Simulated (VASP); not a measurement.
Set up this calculation in VASP 6.6.1, as the native input.

```
Task                   : single point
Functional             : LDA
Potentials or basis    : VASP PAW LDA potentials, release 64 (Mg, Se)
Cutoff                 : 600 eV
k mesh                 : 8 × 8 × 8
Occupations            : gaussian, width 0.01 eV
Spin                   : no spin polarisation
Dipole correction      : no
Further INCAR settings : ALGO = Normal; EDIFF = 1e-06; NBANDS = 11
```

The structure of MgSe lies in POSCAR:

```
MgSe
1.0
    2.6714849383      2.6714849383      0.0000000000
   -2.6714849383      2.6714849383      0.0000000000
    0.0000000000      2.6714849383      2.6714849383
Mg Se
1 1
Direct
    0.0000000000      0.0000000000      0.0000000000
    0.5000000000      0.5000000000      0.0000000000
```

One way to write it, as run:

INCAR

```
PREC = Accurate
ENCUT = 600
EDIFF = 1E-6
ISMEAR = 0
SIGMA = 0.01
LREAL = False
LASPH = True
NELM = 120
ALGO = Normal
ISIF = 2
LWAVE = False
LCHARG = False
GGA = CA
NBANDS = 11
GGA_COMPAT = False
```

KPOINTS

```
Automatic mesh
0
Gamma
  8 8 8
```

Potentials or basis: VASP PAW LDA potentials, release 64 (Mg, Se).

The run is started by

```console
$ cat potpaw_LDA.64/Mg/POTCAR potpaw_LDA.64/Se/POTCAR > POTCAR
$ mpirun -np 1 vasp_std > vasp.out
```

It gave:

| Quantity | Value |
| --- | --- |
| Pressure | 1.7 GPa |
| Band gap on the k mesh | 1.75 eV, indirect (least direct gap 2.82 eV) |

Wall time 22 s on 1 thread of Intel Xeon 8259CL, on a shared host, peak memory 0.15 GiB.
